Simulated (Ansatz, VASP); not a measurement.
**Two plane-wave programs on InSe**

Contents of INCAR:

```
SYSTEM = InSe
PREC = Accurate ; ENCUT = 520
EDIFF = 1E-6 ; ISMEAR = 0
SIGMA = 0.05 ; LREAL = .False.
LASPH = .True. ; NELM = 60
ALGO = Normal ; ISIF = 2
LWAVE = .False. ; LCHARG = .False.
GGA = PE ; NBANDS = 27
```

Contents of KPOINTS:

```
regular mesh
0
Gamma
  8 8 6
  0 0 0
```

The input POSCAR:

```
InSe
1.0
    5.8392919807     -2.1105356280     -0.0132525201
    5.8392919807      2.1105356280     -0.0132525201
   -1.5847151896      0.0000000000      5.2053697564
In Se
2 2
Direct
    0.8879009556      0.8879009556      0.0533034054
    0.1120990444      0.1120990444      0.9466965946
    0.6663292635      0.6663292635      0.6952062322
    0.3336707365      0.3336707365      0.3047937678
```

Input for Ansatz:

```yaml
crystal:
  lattice:
    - [5.8392919807, -2.110535628, -0.0132525201]
    - [5.8392919807, 2.110535628, -0.0132525201]
    - [-1.5847151896, 0.0, 5.2053697564]
  atoms:
    - { symbol: In, position: [0.8879009556, 0.8879009556, 0.0533034054] }
    - { symbol: In, position: [0.1120990444, 0.1120990444, 0.9466965946] }
    - { symbol: Se, position: [0.6663292635, 0.6663292635, 0.6952062322] }
    - { symbol: Se, position: [0.3336707365, 0.3336707365, 0.3047937678] }
basis:
  ecutwfc: 420
kpoints:
  mp_grid: { grid: [8, 8, 6] }
hamiltonian:
  xc: pbe
  pseudopotentials: { kind: paw, azcp: { folder: soft_1 } }
scf:
  occupations: { method: gaussian, width: 0.05 }
output:
  forces: true
  stress: true
  eigenvalues: true
```

Change from the starting cell: mode 9 frozen in at +0.000 Å, strain +e along z and -e/2 along x and y -0.0467.

Alike in both runs: task single point; functional PBE; k mesh 8 × 8 × 6; occupations gaussian, width 0.05 eV; no spin polarisation.

```csv
,VASP,Ansatz
version,VASP 6.6.1,Ansatz 0.2.0
potentials or method,"VASP PAW PBE potentials, release 64 (In_d, Se), cutoff 520 eV","scalar-relativistic, plane waves, PAW"
valence electrons in the cell,38,58
```

```tsv
	VASP	Ansatz	Ansatz less VASP
gap on the k mesh at the Fermi level (eV)	0.91	0.92	+0.008
least direct gap on the mesh (eV)	1.07	1.07	+0.006
pressure (GPa)	-0.3	-0.4	-0.02
traceless stress, the component that is largest in VASP (GPa)	-0.63	-0.63	-0.001
rms of the force components (eV/Å)	0.088	0.085	-0.0038
```

Atom by atom the forces differ by 0.008 eV/Å (rms over components). The functional is the same, so the differences come from potentials, cutoffs and numerics. VASP's potentials hold 38 valence electrons a cell and Ansatz's 58, so a difference there can come from the potentials and not from the codes.
